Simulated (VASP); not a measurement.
Runs of VASP 6.6.1 on Ti. The structure is that of space group Fm-3m (No. 225), or close to it. The cells are those of the table. This isn't the form of Ti at room conditions, which is hcp.

| cell | gap on the mesh (eV) | pressure (GPa) |
| --- | --- | --- |
| a = 2.983 Å, angles 60.0°, 1 atom | none | -7.4 |
| a = 2.946 Å, angles 60.0°, 1 atom | none | (a) |
| a = 2.786 Å, angles 60.0°, 1 atom | none | 16.6 |
| a = 2.828 Å, angles 60.0°, 1 atom | none | (b) |
| a = 3.019 Å, angles 60.0°, 1 atom | none | -10.0 |
| a = 2.868 Å, angles 60.0°, 1 atom | none | 4.4 |

Alike in all rows: task single point; level PBE; potentials or basis VASP PAW PBE potentials, release 64 (Ti_sv); no spin polarisation; k mesh 20 × 20 × 20; cutoff (eV) 520; smearing gaussian 0.15 eV.

Problem. Fill in the values left out.

Solution. (a) -4.1; (b) 10.0.

Caveats: the cell stands under tension (at least some runs); the cell stands under pressure (at least some runs).

A gap of «none» marks levels without a gap at the run's occupations.
